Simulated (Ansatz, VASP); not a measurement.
**One calculation of LiH, two programs**

The input INCAR:

```
SYSTEM = LiH
PREC     = Accurate       ! precision mode
ENCUT    = 520            ! plane-wave cutoff, eV
EDIFF    = 1E-6           ! SCF threshold, eV
ISMEAR   = 0              ! smearing method
SIGMA    = 0.01           ! smearing width, eV
LREAL    = .FALSE.        ! projectors in reciprocal space
LASPH    = .TRUE.         ! aspherical terms in the spheres
NELM     = 60             ! most SCF steps
ALGO     = Normal         ! electronic algorithm
ISIF     = 2              ! what is computed and relaxed
LWAVE    = .FALSE.        ! write WAVECAR
LCHARG   = .FALSE.        ! write CHGCAR
GGA      = CA             ! functional
NBANDS   = 9              ! bands
```

Contents of KPOINTS:

```
regular mesh
0
G
  10 10 10
  0 0 0
```

The input POSCAR:

```
LiH
1.0
    0.0000000000      1.9984726919      1.9984726919
    1.9984726919      0.0000000000      1.9984726919
    1.9984726919      1.9984726919      0.0000000000
Li H
1 1
Direct
    0.0000000000      0.0000000000      0.0000000000
    0.5000000000      0.5000000000      0.5000000000
```

Input for Ansatz:

```yaml
crystal:
  lattice:
    - [0.0, 1.9984726919, 1.9984726919]
    - [1.9984726919, 0.0, 1.9984726919]
    - [1.9984726919, 1.9984726919, 0.0]
  atoms:
    - { symbol: Li, position: [0.0, 0.0, 0.0] }
    - { symbol: H, position: [0.5, 0.5, 0.5] }
kpoints:
  mp_grid: { grid: [10, 10, 10] }
  band_path:
    path:
      - [0.0, 0.0, 0.0]
      - [0.5, 0.0, 0.5]
      - [0.625, 0.25, 0.625]
      - [0.375, 0.375, 0.75]
      - [0.5, 0.5, 0.5]
      - [0.5, 0.25, 0.75]
      - [0.0, 0.5, 0.5]
    npoints: 1
hamiltonian:
  xc: lda
scf:
  occupations: { method: fixed }
  n_extra_bands: 4
output:
  forces: true
  stress: true
  eigenvalues: true
```

Alike in both runs: task single point; functional LDA; k mesh 10 × 10 × 10; no spin polarisation.

```csv
,VASP,Ansatz
version,VASP 6.6.1,Ansatz 0.2.0
potentials or method,"VASP PAW LDA potentials, release 64 (Li_sv, H)","plane waves, PAW"
plane-wave cutoff (eV),520,420
occupations,"gaussian, width 0.01 eV",fixed
valence electrons in the cell,4,4
```

```csv
,VASP,Ansatz,Ansatz less VASP
gap on the k mesh at the Fermi level (eV),2.60,2.61,+0.008
```

LDA's correlation is that of Perdew and Zunger in VASP and of Perdew and Wang (1992) in Ansatz.

Noted on VASP's run: the cutoff is short for stress, so the pressure is rough.
